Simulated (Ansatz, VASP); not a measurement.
BiTe in VASP and in Ansatz

```xyz
2
Lattice="0.0000 3.2350 3.2350 3.2350 0.0000 3.2350 3.2350 3.2350 0.0000" Properties=species:S:1:pos:R:3 pbc="T T T"
Bi    0.0000    0.0000    0.0000
Te    3.2350    3.2350    3.2350
```

Alike in both runs: task single point; functional PBE; k mesh 4 × 4 × 4; occupations gaussian, width 0.1 eV; collinear spin.

|  | VASP | Ansatz |
| --- | --- | --- |
| version | VASP 6.6.1 | Ansatz 0.2.0 |
| potentials or method | VASP PAW PBE potentials, release 64 (Bi_d, Te), cutoff 500 eV | scalar-relativistic, plane waves, PAW |
| valence electrons in the cell | 21 | 31 |

|  | VASP | Ansatz | Ansatz less VASP |
| --- | --- | --- | --- |
| gap on the k mesh at the Fermi level (eV) | none | none | - |
| pressure (GPa) | 0.6 | 0.7 | +0.05 |
| net moment per atom (μB) | 0.00 | 0.00 | 0.000 |

A gap of «none» marks a metal or a gap that the smearing closes. The functional is the same, so the differences come from potentials, cutoffs and numerics. VASP's potentials hold 21 valence electrons a cell and Ansatz's 31, so a difference there can come from the potentials and not from the codes. Ansatz's warnings: no starting moments, stability check not made.

The k mesh is coarse, so the values compare programs but aren't converged. Neither program's run includes spin-orbit coupling.
